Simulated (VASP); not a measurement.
Set up this calculation in VASP 6.6.1, as the native input.

```yaml
Task: single point
Functional: PBE
Potentials_or_basis: VASP PAW PBE potentials, release 64 (Ni, Os)
Cutoff: 520 eV
k_mesh: 16 × 16 × 12
Occupations: gaussian, width 0.1 eV
Spin: no spin polarisation
Dipole_correction: no
Further_INCAR_settings: ALGO = Normal; EDIFF = 1e-06; NBANDS = 16
```

The structure of NiOs lies in POSCAR:

```
NiOs
1.0
    2.7139937908      0.0000000000      0.0000000000
    0.0000000000      2.7139937908      0.0000000000
    0.0000000000      0.0000000000      3.8461191515
Ni Os
1 1
Direct
    0.0000000000      0.0000000000      0.0000000000
    0.5000000000      0.5000000000      0.5000000000
```

The input as run:

INCAR

```
SYSTEM = NiOs
ALGO = Normal
EDIFF = 1E-6
ENCUT = 520
GGA = PE
ISIF = 2
ISMEAR = 0
LASPH = .True.
LCHARG = .True.
LELF = .True.
LREAL = .False.
LVHAR = .True.
LWAVE = .False.
NBANDS = 16
NELM = 100
PREC = Accurate
SIGMA = 0.1
```

KPOINTS

```
k-points
0
Gamma
  16 16 12
  0 0 0
```

Potentials or basis: VASP PAW PBE potentials, release 64 (Ni, Os).

The run is started by

```console
$ cat potpaw_PBE.64/Ni/POTCAR potpaw_PBE.64/Os/POTCAR > POTCAR
$ mpirun -np 1 vasp_std > vasp.out
```

Results of the run:

```json
{"Pressure": "-25.6 GPa", "Band gap on the k mesh": "zero (band 9 reaches 8.72 eV, above the bottom of band 10 at 6.97 eV)"}
```

Caveat: spin-orbit coupling is left out, which moves the levels of the heavy elements.

Wall time 3.5 min on 1 thread of AMD EPYC 7571, on a shared host, peak memory 0.24 GiB.
